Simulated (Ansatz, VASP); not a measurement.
**One calculation of TaN, two programs**

```
CELL_PARAMETERS angstrom
5.20509 0.00000 0.00000
-2.60254 4.50774 0.00000
0.11614 0.00000 2.90359
ATOMIC_POSITIONS crystal
Ta 0.00000 0.00000 0.00000
Ta 0.33358 0.66717 0.50000
Ta 0.66642 0.33283 0.50000
N 0.50000 0.00000 0.00000
N 0.50000 0.50000 0.00000
N 0.00000 0.50000 0.00000
```

Change from the starting cell: shear of c along a, cell held, atoms relaxed: +4.0 %.

Alike in both runs: functional PBEsol; k mesh 12 × 12 × 12; occupations gaussian, width 0.1 eV; no spin polarisation.

Ansatz relaxed the structure, and its values are those at the end. VASP's run is a single point on that final structure, the one shown.

|  | VASP | Ansatz |
| --- | --- | --- |
| version | VASP 6.6.1 | Ansatz 0.2.0 |
| potentials or method | VASP PAW PBE potentials, release 64 (Ta_pv, N), cutoff 520 eV | scalar-relativistic, plane waves, PAW |
| valence electrons in the cell | 48 | 54 |

```csv
,VASP,Ansatz,Ansatz less VASP
gap on the k mesh at the Fermi level (eV),none,none,-
pressure (GPa),1.4,0.5,-0.92
```

VASP's potentials were made for PBE, not for PBEsol. A gap of «none» marks a metal or a gap that the smearing closes. VASP's potentials hold 48 valence electrons a cell and Ansatz's 54, so a difference there can come from the potentials and not from the codes. Ansatz's warnings: stress scf threshold loose.

Neither program's run includes spin-orbit coupling.
